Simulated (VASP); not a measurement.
A run of VASP 6.6.1:

The input INCAR:

```
SYSTEM = Si
  PREC = Accurate
  ENCUT = 520
  EDIFF = 1E-6
  ISMEAR = 0
  SIGMA = 0.05
  LREAL = .FALSE.
  LASPH = .TRUE.
  NELM = 100
  ALGO = Normal
  ISIF = 2
  LWAVE = .FALSE.
  LCHARG = .TRUE.
  GGA = PE
  LELF = .TRUE.
  LVHAR = .TRUE.
  NBANDS = 11
```

The input KPOINTS:

```
regular mesh
0
G
  10 10 10
  0 0 0
```

File POSCAR:

```
Si
1.0
    0.0000000000      2.9599897254      2.5589111176
    2.9599897254      0.0000000000      2.5589111176
    2.9599897254      2.9599897254      0.0000000000
Si
2
Direct
    0.5000000000      0.5000000000      0.5000000000
    0.7500000000      0.7500000000      0.7500000000
```

Potentials or basis: VASP PAW PBE potentials, release 64 (Si).

Launch:

```sh
$ cat potpaw_PBE.64/Si/POTCAR > POTCAR
$ mpirun -np 1 vasp_std > vasp.out
```

Hardware: 1 thread of Intel Xeon 6975P-C, on a shared host.

Problem. How long does it take, and how much memory?

Solution. Wall time 35 s on 1 thread of Intel Xeon 6975P-C, with other jobs on the host, peak memory 0.19 GiB. Counts: scf iterations 11, k points 102.
